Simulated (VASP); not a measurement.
# NbW (Cmmm) in VASP: vibrations by perturbation theory with LDA

Aim: the vibrations by perturbation theory of NbW with LDA.

All numbers are computed with VASP 6.6.1; they aren't measurements. Logs are shortened: lines on timing, memory, paths and dates and some standing lists are left out, and cuts for length are marked.

**1. The cell of the first run**

The structure is orthorhombic, space group Cmmm (No. 65). Conventional cell: a = 3.178 Å, b = 4.490 Å, c = 4.523 Å, α = 90.00°, β = 90.00°, γ = 90.00°. Nb (site symmetry mmm) has 6 Nb at 2.75 to 3.18 Å and 8 W at 2.76 to 3.19 Å within 3.6 Å. Within 3.6 Å of W (site symmetry mmm) lie 6 W at 2.75 to 3.18 Å and 8 Nb at 2.76 to 3.19 Å.

**2. Vibrations by perturbation theory, LDA**

Input file INCAR:

```
PREC = Accurate
ENCUT = 520
EDIFF = 1E-8
ISMEAR = -1
SIGMA = 0.15
LREAL = False
LASPH = True
NELM = 100
ALGO = Normal
ISIF = 2
LWAVE = False
LCHARG = True
GGA = CA
IBRION = 8
NSW = 1
```

Input file KPOINTS:

```
regular mesh
0
Gamma
  16 16 10
```

Input file POSCAR:

```
NbW
1.0
    1.5891556892     -2.2448638264      0.0000000000
    1.5891556892      2.2448638264      0.0000000000
    0.0000000000      0.0000000000      4.5228323772
Nb W
1 1
Direct
    0.0000000000      0.0000000000      0.0000000000
    0.5000000000      0.5000000000      0.5000000000
```

Potentials or basis: VASP PAW LDA potentials, release 64 (Nb_sv, W_sv).

The run is started by

```bash
$ cat potpaw_LDA.64/Nb_sv/POTCAR potpaw_LDA.64/W_sv/POTCAR > POTCAR
$ mpirun -np 1 vasp_std > vasp.out
```

OUTCAR:

```text
PREC = Accurate
   ENCUT = 520
   EDIFF = 1E-8
   ISMEAR = -1
   LREAL = False
   LASPH = True
   NELM = 100
   ISIF = 2
   GGA = CA
   IBRION = 8
   NSW = 1

 ion  position               nearest neighbor table
   1  0.000  0.000  0.000-   2 2.76   2 2.76   2 2.76   2 2.76   2 3.19   2 3.19   2 3.19   2 3.19

   2  0.500  0.500  0.500-   1 2.76   1 2.76   1 2.76   1 2.76   1 3.19   1 3.19   1 3.19   1 3.19

  LATTYP: Found a base centered orthorhombic cell.
 ALAT       =     3.1783113784
 B/A-ratio  =     1.4126141584
 C/A-ratio  =     1.4230299800

  Lattice vectors:

 A1 = (   1.5891556892,  -2.2448638264,   0.0000000000)
 A2 = (   1.5891556892,   2.2448638264,   0.0000000000)
 A3 = (   0.0000000000,   0.0000000000,   4.5228323772)

Analysis of symmetry for initial positions (statically):
=====================================================================
 Subroutine PRICEL returns:
 Original cell was already a primitive cell.

 Routine SETGRP: Setting up the symmetry group for a
 base centered orthorhombic supercell.

 Subroutine GETGRP returns: Found  8 space group operations
 (whereof  8 operations were pure point group operations)
 out of a pool of  8 trial point group operations.

The static configuration has the point symmetry D_2h.

Analysis of symmetry for dynamics (positions and initial velocities):
=====================================================================
 Subroutine PRICEL returns:
 Original cell was already a primitive cell.

 Routine SETGRP: Setting up the symmetry group for a
 base centered orthorhombic supercell.

 Subroutine GETGRP returns: Found  8 space group operations
 (whereof  8 operations were pure point group operations)
 out of a pool of  8 trial point group operations.

The dynamic configuration has the point symmetry D_2h.

 Subroutine INISYM returns: Found  8 space group operations
 (whereof  8 operations are pure point group operations),
 and found     1 'primitive' translations

[... 647 lines left out ...]
     1.589155689 -2.244863826  0.000000000     0.314632483 -0.222730659  0.000000000
     1.589155689  2.244863826  0.000000000     0.314632483  0.222730659  0.000000000
     0.000000000  0.000000000  4.522832377     0.000000000  0.000000000  0.221100389

 POSITION                                       TOTAL-FORCE (eV/Angst)
 -----------------------------------------------------------------------------------
      0.00000      0.00000      0.00000        -0.000000     -0.000000      0.000000
      1.58916      0.00000      2.26142         0.000000      0.000000      0.000000
 -----------------------------------------------------------------------------------
    total drift:                                0.000000      0.000000      0.000000

  FREE ENERGIE OF THE ION-ELECTRON SYSTEM (eV)
  ---------------------------------------------------
  free  energy   TOTEN  =       -25.5358189068 eV

  energy  without entropy=      -25.4447180768  energy(sigma->0) =      -25.49026849

[... ionic steps 2 to 3 ...]

--------------------------------------- Ionic step        4  -------------------------------------------

------------------------ aborting loop because EDIFF is reached ----------------------------------------

--------------------------------------- Ionic step        5  -------------------------------------------
[... 13 lines left out ...]
------------------------ aborting loop because EDIFF is reached ----------------------------------------

--------------------------------------- Ionic step        9  -------------------------------------------

 Free energy of the ion-electron system (eV)
  ---------------------------------------------------
  ---------------------------------------------------
  free energy    TOTEN  =        -0.37790308 eV

  energy without entropy =       -0.37790306

------------------------ aborting loop because EDIFF is reached ----------------------------------------

 INTERNAL STRAIN TENSOR  FOR ION    2  DIRECTION 3   (eV/Angst):
 -----------------------------------------------------------------------------
     0.02087  0.00000  0.00000
     0.00000  0.00117  0.00000
     0.00000  0.00000 -0.02636

 INTERNAL STRAIN TENSOR FOR ION    2 for displacements in x,y,z  (eV/Angst):
          X           Y           Z          XY          YZ          ZX
  --------------------------------------------------------------------------------
  x     0.00000     0.00000     0.00000     0.00000     0.00000     0.00000
  y     0.00000     0.00000     0.00000     0.00000     0.00000     0.00000
  z     0.00000     0.00000     0.00000     0.00000     0.00000     0.00000

 SECOND DERIVATIVES (NOT SYMMETRIZED)
 ------------------------------------
               1X          1Y          1Z          2X          2Y          2Z
  1X    -7.568323    0.000000    0.000000    7.568323    0.000000    0.000000
  1Y     0.000000   -6.512073    0.000000    0.000000    6.512073    0.000000
  1Z     0.000000    0.000000  -12.924175    0.000000    0.000000   12.924175
  2X     7.575795    0.000000    0.000000   -7.575795    0.000000    0.000000
  2Y     0.000000    6.542564    0.000000    0.000000   -6.542564    0.000000
  2Z     0.000000    0.000000   12.980438    0.000000    0.000000  -12.980438

 Eigenvectors and eigenvalues of the dynamical matrix
 ----------------------------------------------------

   1 f  =    7.159094 THz    44.981917 2PiTHz  238.801687 cm-1    29.607622 meV
             X         Y         Z           dx          dy          dz
      0.000000  0.000000  0.000000     0.000000    0.000000    0.814447
      1.589156  0.000000  2.261416     0.000000    0.000000   -0.580238
[... 21 lines left out ...]
   6 f/i=    0.007348 THz     0.046170 2PiTHz    0.245108 cm-1     0.030389 meV
             X         Y         Z           dx          dy          dz
      0.000000  0.000000  0.000000     0.000000    0.000000   -0.580238
      1.589156  0.000000  2.261416     0.000000    0.000000   -0.814447

--------------------------------------------------------------------------------------------------------

 ELASTIC MODULI CONTR FROM IONIC RELAXATION (kBar)
 Direction    XX          YY          ZZ          XY          YZ          ZX
 --------------------------------------------------------------------------------
 XX           0.0000      0.0000      0.0000      0.0000      0.0000      0.0000
 YY           0.0000      0.0000      0.0000      0.0000      0.0000      0.0000
 ZZ           0.0000      0.0000      0.0000      0.0000      0.0000      0.0000
 XY           0.0000      0.0000      0.0000      0.0000      0.0000      0.0000
 YZ           0.0000      0.0000      0.0000      0.0000      0.0000      0.0000
 ZX           0.0000      0.0000      0.0000      0.0000      0.0000      0.0000
 --------------------------------------------------------------------------------
```

OSZICAR:

```text
N       E                     dE             d eps       ncg     rms          rms(c)
DAV:   1     0.311120102837E+03    0.31112E+03   -0.16151E+04 14892   0.176E+03
DAV:   2    -0.131355771996E+02   -0.32426E+03   -0.32086E+03 18583   0.632E+02
DAV:   3    -0.260886977507E+02   -0.12953E+02   -0.12464E+02 24142   0.110E+02
DAV:   4    -0.266055013253E+02   -0.51680E+00   -0.51383E+00 21280   0.187E+01
[... 171 lines left out ...]
RMM:  19    -0.377903032543E+00   -0.37360E-07   -0.21053E-06 37453   0.192E-03    0.237E-05
RMM:  20    -0.377903050333E+00   -0.17790E-07   -0.19226E-06 37730   0.187E-03    0.306E-05
RMM:  21    -0.377903053123E+00   -0.27906E-08   -0.18044E-06 37231   0.183E-03    0.319E-05
RMM:  22    -0.377903085160E+00   -0.32036E-07   -0.16431E-06 37271   0.179E-03    0.347E-05
RMM:  23    -0.377903076361E+00    0.87990E-08   -0.16387E-06 37132   0.176E-03    0.359E-05
 Linear response finished
```

It took 75 min on 1 thread of Oxide Virtual Turin-like, shared host; peak memory 0.54 GiB.

What came out:

```yaml
Highest_phonon_frequency_at_Γ: 239 cm⁻¹
```

Phonon frequencies in cm⁻¹ (negative: imaginary):
```
              q point        frequencies
(0.000, 0.000, 0.000)  0 0 0 170 183 239
```

Caveat: spin-orbit coupling is left out, which moves the levels of the heavy elements.
